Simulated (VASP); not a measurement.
Wanted: the native input for a VASP 6.6.1 run.

```yaml
Task: single point
Functional: PBEsol-based global hybrid with 25 % exact exchange
Potentials_or_basis: VASP PAW PBE potentials, release 64 (B, As_d)
Cutoff: 420 eV
k_mesh: 6 × 4 × 3
Occupations: fermi-dirac, width 0.05 eV
Spin: no spin polarisation
Dipole_correction: no
Grid_for_exact_exchange_PRECFOCK: Normal
Share_of_exact_exchange: 0.25
Further_INCAR_settings: ALGO = Normal; EDIFF = 1e-06; NBANDS = 16
```

Crystal: BAs.

```
B As
1.0
     2.86872    0.00000    0.00000
     0.00000    2.51304    0.00000
     0.00000    0.00000    3.39370
B As
1 1
Direct
  0.00000 0.50000 0.00000
  0.50000 0.50000 0.50000
```

The input as run:

POSCAR

```
BAs
1.0
    2.8687172509      0.0000000000      0.0000000000
    0.0000000000      2.5130432175      0.0000000000
    0.0000000000      0.0000000000      3.3936956894
B As
1 1
Direct
    0.0000000000      0.5000000000      0.0000000000
    0.5000000000      0.5000000000      0.5000000000
```

INCAR.step1

```
SYSTEM = BAs
ALGO = Normal
EDIFF = 1E-5
ENCUT = 420
GGA = PE
GGA_COMPAT = .FALSE.
ISIF = 2
ISMEAR = -1
LASPH = .TRUE.
LCHARG = .FALSE.
LREAL = .FALSE.
LWAVE = .TRUE.
NBANDS = 16
NELM = 120
PREC = Accurate
SIGMA = 0.05
```

INCAR.step2

```
SYSTEM = BAs
AEXX = 0.25
ALGO = Normal
EDIFF = 1E-6
ENCUT = 420
GGA = PS
GGA_COMPAT = .FALSE.
ISIF = 2
ISMEAR = -1
ISTART = 1
LASPH = .TRUE.
LCHARG = .FALSE.
LHFCALC = .TRUE.
LREAL = .FALSE.
LWAVE = .FALSE.
NBANDS = 16
NELM = 120
PREC = Accurate
PRECFOCK = Normal
SIGMA = 0.05
```

KPOINTS

```
k-points
0
G
  6 4 3
  0 0 0
```

Potentials or basis: VASP PAW PBE potentials, release 64 (B, As_d).

Command:

```sh
$ cat potpaw_PBE.64/B/POTCAR potpaw_PBE.64/As_d/POTCAR > POTCAR
$ cp INCAR.step1 INCAR
$ mpirun -np 1 vasp_std > vasp.out
$ cp INCAR.step2 INCAR
$ mpirun -np 1 vasp_std > vasp.out
```

It gave:

| Property | Result |
| --- | --- |
| Pressure | 0.1 GPa |
| Band gap on the k mesh | zero (bands 9 and 10 overlap by 6.02 eV) |

Caveat: the k points lie up to 0.63 Å⁻¹ apart, too coarse for converged energies and pressures of a metal; the PAW data sets were made with another functional, which shifts forces and pressure a little.

It took 8.4 min on 1 thread of Intel(R) Xeon(R) Platinum 8259CL CPU @ 2.50GHz (Skylake/Cascade Lake) (shared host), peak memory 0.13 GiB.
